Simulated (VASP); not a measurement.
# BAs (F-43m) in VASP: dielectric tensor with PBEsol

Aim: the dielectric tensor of BAs with PBEsol.

Everything below comes from runs of VASP 6.6.1. Logs are shortened: lines on timing, memory, paths and dates and some standing lists are left out, and cuts for length are marked.

## Step 1: The cell of the first run

It takes space group F-43m (No. 216, cubic). Conventional cell: a = 4.777 Å, b = 4.777 Å, c = 4.777 Å, α = 90.00°, β = 90.00°, γ = 90.00°. Within 2.7 Å of B (site symmetry -43m) lie 4 As at 2.07 Å. Within 2.7 Å of As (site symmetry -43m) lie 4 B at 2.07 Å.

## Step 2: Dielectric tensor, PBEsol

INCAR

```
PREC = Accurate
ENCUT = 520
EDIFF = 1E-8
ISMEAR = 0
SIGMA = 0.01
LREAL = False
LASPH = True
NELM = 100
ALGO = Normal
ISIF = 2
LWAVE = False
LCHARG = False
GGA = PS
LEPSILON = True
```

KPOINTS

```
Automatic mesh
0
Gamma
  8 8 8
```

POSCAR

```
BAs
1.0
    0.0000000000      2.3885000000      2.3885000000
    2.3885000000      0.0000000000      2.3885000000
    2.3885000000      2.3885000000      0.0000000000
B As
1 1
Direct
    0.0000000000      0.0000000000      0.0000000000
    0.2500000000      0.2500000000      0.2500000000
```

Potentials or basis: VASP PAW PBE potentials, release 64 (B, As).

Command:

```
cat potpaw_PBE.64/B/POTCAR potpaw_PBE.64/As/POTCAR > POTCAR
mpirun -np 1 vasp_std > vasp.out
```

OUTCAR:

```text
PREC = Accurate
   ENCUT = 520
   EDIFF = 1E-8
   ISMEAR = 0
   LREAL = False
   LASPH = True
   NELM = 100
   ISIF = 2
   GGA = PS
   LEPSILON = True

 ion  position               nearest neighbor table
   1  0.000  0.000  0.000-   2 2.07   2 2.07   2 2.07   2 2.07
   2  0.250  0.250  0.250-   1 2.07   1 2.07   1 2.07   1 2.07

  LATTYP: Found a face centered cubic cell.
 ALAT       =     4.7770000000

  Lattice vectors:

 A1 = (   0.0000000000,   2.3885000000,   2.3885000000)
 A2 = (   2.3885000000,   0.0000000000,   2.3885000000)
 A3 = (   2.3885000000,   2.3885000000,   0.0000000000)

Analysis of symmetry for initial positions (statically):
=====================================================================
 Subroutine PRICEL returns:
 Original cell was already a primitive cell.

 Routine SETGRP: Setting up the symmetry group for a
 face centered cubic supercell.

 Subroutine GETGRP returns: Found 24 space group operations
 (whereof 24 operations were pure point group operations)
 out of a pool of 48 trial point group operations.

The static configuration has the point symmetry T_d .

Analysis of symmetry for dynamics (positions and initial velocities):
=====================================================================
 Subroutine PRICEL returns:
 Original cell was already a primitive cell.

 Routine SETGRP: Setting up the symmetry group for a
 face centered cubic supercell.

 Subroutine GETGRP returns: Found 24 space group operations
 (whereof 24 operations were pure point group operations)
 out of a pool of 48 trial point group operations.

The dynamic configuration has the point symmetry T_d .

 Subroutine INISYM returns: Found 24 space group operations
 (whereof 24 operations are pure point group operations),
 and found     1 'primitive' translations

----------------------------------------------------------------------------------------

                                     Primitive cell

  volume of cell :      27.2525

  direct lattice vectors                    reciprocal lattice vectors
     0.000000000  2.388500000  2.388500000    -0.209336404  0.209336404  0.209336404
     2.388500000  0.000000000  2.388500000     0.209336404 -0.209336404  0.209336404
     2.388500000  2.388500000  0.000000000     0.209336404  0.209336404 -0.209336404

  length of vectors
     3.377849094  3.377849094  3.377849094     0.362581287  0.362581287  0.362581287

  position of ions in fractional coordinates (direct lattice)
     0.000000000  0.000000000  0.000000000
     0.250000000  0.250000000  0.250000000

  ion indices of the primitive-cell ions
   primitive index   ion index
                 1           1
                 2           2

----------------------------------------------------------------------------------------

 KPOINTS: Automatic mesh

Automatic generation of k-mesh.
 Grid dimensions read from file:
 generate k-points for:    8    8    8

 Generating k-lattice:

  Cartesian coordinates                     Fractional coordinates (reciprocal lattice)
    -0.026167050  0.026167050  0.026167050     0.125000000  0.000000000  0.000000000
     0.026167050 -0.026167050  0.026167050     0.000000000  0.125000000  0.000000000
     0.026167050  0.026167050 -0.026167050     0.000000000  0.000000000  0.125000000

  Length of vectors
     0.045322661  0.045322661  0.045322661

  Shift w.r.t. Gamma in fractional coordinates (k-lattice)
     0.000000000  0.000000000  0.000000000

 Subroutine IBZKPT returns following result:
 ===========================================

 Found     29 irreducible k-points:

 Following reciprocal coordinates:
[... 70 lines left out ...]
   LHFCALC =     F    Hartree Fock is set to
   AEXX    =    0.0000 exact exchange contribution
   IVDW    =     0    specifies the selected vdW correction
   LEPSILON=     T    determine dielectric tensor
   LRPA    =     F    only Hartree local field effects (RPA)
 non-spin polarized calculation
 Gauss-broadening in eV      SIGMA  =   0.01
  energy-cutoff  :      520.00
  volume of cell :       27.25
 maximum number of plane-waves:       754
 NGX is ok and might be reduce to    28
   NGX = 13   NGY = 13   NGZ = 13

--------------------------------------- Ionic step        1  -------------------------------------------

 number of electron       8.0000000 magnetization

 E-fermi :   6.0850     XC(G=0): -10.7306

 val. band max:        6.0449150698   @ k =   0.0000   0.0000   0.0000
 cond. band min:       7.1369295834   @ k =   0.3750   0.3750   0.0000
 fundamental gap:      1.0920145136
 Fermi energy:         6.0850192645

 k-point     1 :       0.0000    0.0000    0.0000
  band No.  band energies     occupation
      1      -9.3924      2.00000
      2       6.0449      2.00000
      3       6.0449      2.00000
      4       6.0449      2.00000
      5       9.2844      0.00000
      6       9.2844      0.00000
      7       9.2844      0.00000
      8      10.7267      0.00000
[... 243 lines left out ...]
 k-point    24 :      -0.3750    0.2500    0.1250
  band No.  band energies     occupation
      1      -5.9346      2.00000
      2      -2.2751      2.00000
      3       1.4535      2.00000
      4       2.9449      2.00000
      5       9.9473      0.00000
      6      10.7346      0.00000
      7      13.4763      0.00000
      8      15.0152      0.00000

 [... further k-points ...]

  FORCE on cell =-STRESS in cart. coord.  units (eV):
  Direction    XX          YY          ZZ          XY          YZ          ZX
  --------------------------------------------------------------------------------------
  -------------------------------------------------------------------------------------
  Total        0.0102687      0.0102687      0.0102687     -0.0000000     -0.0000000      0.0000000
  in kB        0.6036974      0.6036974      0.6036974     -0.0000000     -0.0000000      0.0000000
  external PRESSURE =       0.6036974 kB  Pullay stress =       0.0000000 kB

 VOLUME and BASIS-vectors are now :
 -----------------------------------------------------------------------------
  energy-cutoff  :      520.00
  volume of cell :       27.25
      direct lattice vectors                 reciprocal lattice vectors
     0.000000000  2.388500000  2.388500000    -0.209336404  0.209336404  0.209336404
     2.388500000  0.000000000  2.388500000     0.209336404 -0.209336404  0.209336404
     2.388500000  2.388500000  0.000000000     0.209336404  0.209336404 -0.209336404

 POSITION                                       TOTAL-FORCE (eV/Angst)
 -----------------------------------------------------------------------------------
      0.00000      0.00000      0.00000        -0.000000     -0.000000     -0.000000
      1.19425      1.19425      1.19425         0.000000      0.000000      0.000000
 -----------------------------------------------------------------------------------
    total drift:                               -0.000000     -0.000000     -0.000000

  FREE ENERGIE OF THE ION-ELECTRON SYSTEM (eV)
  ---------------------------------------------------
  free  energy   TOTEN  =       -12.2015619572 eV

  energy  without entropy=      -12.2015619572  energy(sigma->0) =      -12.20156196

 HEAD OF MICROSCOPIC STATIC DIELECTRIC TENSOR (INDEPENDENT PARTICLE, excluding Hartree and local field effects)
 ------------------------------------------------------
          10.700771     0.000000    -0.000000
          -0.000000    10.700771    -0.000000
           0.000000     0.000000    10.700771
 ------------------------------------------------------

 Free energy of the ion-electron system (eV)
  ---------------------------------------------------
  ---------------------------------------------------
  free energy    TOTEN  =        -0.75187762 eV

  energy without entropy =       -0.75187762

------------------------ aborting loop because EDIFF is reached ----------------------------------------

--------------------------------------- Ionic step        2  -------------------------------------------

------------------------ aborting loop because EDIFF is reached ----------------------------------------

--------------------------------------- Ionic step        3  -------------------------------------------

 Free energy of the ion-electron system (eV)
  ---------------------------------------------------
  ---------------------------------------------------
  free energy    TOTEN  =        -0.75187762 eV

  energy without entropy =       -0.75187762

------------------------ aborting loop because EDIFF is reached ----------------------------------------

 PIEZOELECTRIC TENSOR FIELD DIRECTION 3  (e Angst)
 -----------------------------------------------------------------------------
    -0.00020  0.14979  0.00000           (  0.00000  0.10066  0.00000)
     0.14979 -0.00020  0.00000           (  0.10066  0.00000  0.00000)
     0.00000  0.00000 -0.00038           (  0.00000  0.00000 -0.00000)

 PIEZOELECTRIC TENSOR FIELD DIRECTION 3  (C/m^2)
 -----------------------------------------------------------------------------
    -0.00012  0.08806  0.00000
     0.08806 -0.00012  0.00000
     0.00000  0.00000 -0.00022

 MACROSCOPIC STATIC DIELECTRIC TENSOR (including local field effects in DFT)
 ------------------------------------------------------
          10.318967     0.000000     0.000000
           0.000000    10.318967     0.000000
          -0.000000    -0.000000    10.318967
 ------------------------------------------------------

 PIEZOELECTRIC TENSOR (including local field effects)  for field in x, y, z        (e  Angst)
          XX          YY          ZZ          XY          YZ          ZX
  --------------------------------------------------------------------------------
  x     0.00000    -0.00000    -0.00000     0.00000     0.14186     0.00000
  y     0.00000     0.00000     0.00000     0.00000     0.00000     0.14186
  z     0.00000     0.00000     0.00000     0.14186     0.00000     0.00000

 PIEZOELECTRIC TENSOR (including local field effects)  for field in x, y, z        (C/m^2)
          XX          YY          ZZ          XY          YZ          ZX
  --------------------------------------------------------------------------------
  x     0.00000    -0.00000    -0.00000     0.00000     0.08340     0.00000
  y     0.00000     0.00000     0.00000     0.00000     0.00000     0.08340
  z     0.00000     0.00000     0.00000     0.08340     0.00000     0.00000

 BORN EFFECTIVE CHARGES (including local field effects) (in |e|, cummulative output)
 ---------------------------------------------------------------------------------
 ion    1
    1    -0.50129     0.00000     0.00000
    2    -0.00000    -0.50129     0.00000
    3     0.00000    -0.00000    -0.50129
 ion    2
    1     0.50129     0.00000    -0.00000
    2     0.00000     0.50129    -0.00000
    3     0.00000     0.00000     0.50129
```

Run time: 3.5 min. Hardware: 1 thread of Intel Xeon 8259CL, shared host; peak memory 0.21 GiB.

Results:

```
Band gap on the k mesh                  : 1.09 eV (least direct gap 3.24 eV)
Electronic dielectric tensor (diagonal) : 10.32
Born charges (mean of the diagonal)     : B -0.50; As +0.50 e
```

Electronic dielectric tensor:
```
10.32  0.00  0.00
 0.00 10.32  0.00
 0.00  0.00 10.32
```

Born effective charge tensors (e):
atom 1, B
```
-0.50  0.00  0.00
 0.00 -0.50  0.00
 0.00  0.00 -0.50
```
atom 2, As
```
0.50 0.00 0.00
0.00 0.50 0.00
0.00 0.00 0.50
```

Caveat: the PAW data sets were made with another functional, which shifts forces and pressure a little.
